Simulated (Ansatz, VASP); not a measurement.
Two plane-wave programs on Ba4O

INCAR

```
SYSTEM = Ba4O
ALGO = Normal ; EDIFF = 1E-6
ENCUT = 520 ; GGA = PE
ISIF = 2 ; ISMEAR = 0
LASPH = .TRUE. ; LCHARG = .FALSE.
LREAL = .FALSE. ; LWAVE = .FALSE.
NBANDS = 31 ; NELM = 100
PREC = Accurate ; SIGMA = 0.1
```

KPOINTS

```
k-points
0
G
  4 4 4
  0 0 0
```

POSCAR

```
Ba4O
1.0
   -3.5275656500      3.5275656500      3.5275656500
    3.5275656500     -3.5275656500      3.5275656500
    3.5275656500      3.5275656500     -3.5275656500
Ba O
4 1
Direct
    0.5000000000      0.5000000000      0.5000000000
    0.0000000000      0.0000000000      0.5000000000
    0.0000000000      0.5000000000      0.0000000000
    0.5000000000      0.0000000000      0.0000000000
    0.0000000000      0.0000000000      0.0000000000
```

Input for Ansatz:

```yaml
crystal:
  lattice:
    - [-3.52756565, 3.52756565, 3.52756565]
    - [3.52756565, -3.52756565, 3.52756565]
    - [3.52756565, 3.52756565, -3.52756565]
  atoms:
    - { symbol: Ba, position: [0.5, 0.5, 0.5] }
    - { symbol: Ba, position: [0.0, 0.0, 0.5] }
    - { symbol: Ba, position: [0.0, 0.5, 0.0] }
    - { symbol: Ba, position: [0.5, 0.0, 0.0] }
    - { symbol: O, position: [0.0, 0.0, 0.0] }
basis:
  ecutwfc: 420
kpoints:
  mp_grid: { grid: [4, 4, 4] }
hamiltonian:
  xc: pbe
scf:
  occupations: { method: gaussian, width: 0.1 }
  lower_state_search: "off"
output:
  forces: true
  stress: true
  eigenvalues: true
```

Alike in both runs: task single point; functional PBE; k mesh 4 × 4 × 4; occupations gaussian, width 0.1 eV; no spin polarisation.

|  | VASP | Ansatz |
| --- | --- | --- |
| version | VASP 6.6.1 | Ansatz 0.2.0 |
| potentials or method | VASP PAW PBE potentials, release 64 (Ba_sv, O), cutoff 520 eV | scalar-relativistic, plane waves, PAW |
| valence electrons in the cell | 46 | 46 |

```tsv
	VASP	Ansatz	Ansatz less VASP
gap on the k mesh at the Fermi level (eV)	none	none	-
pressure (GPa)	1.2	0.4	-0.83
```

A gap of «none» marks a metal or a gap that the smearing closes. With one functional, cell and mesh, what is left measures potentials, basis and numerics.

Neither program's run includes spin-orbit coupling.
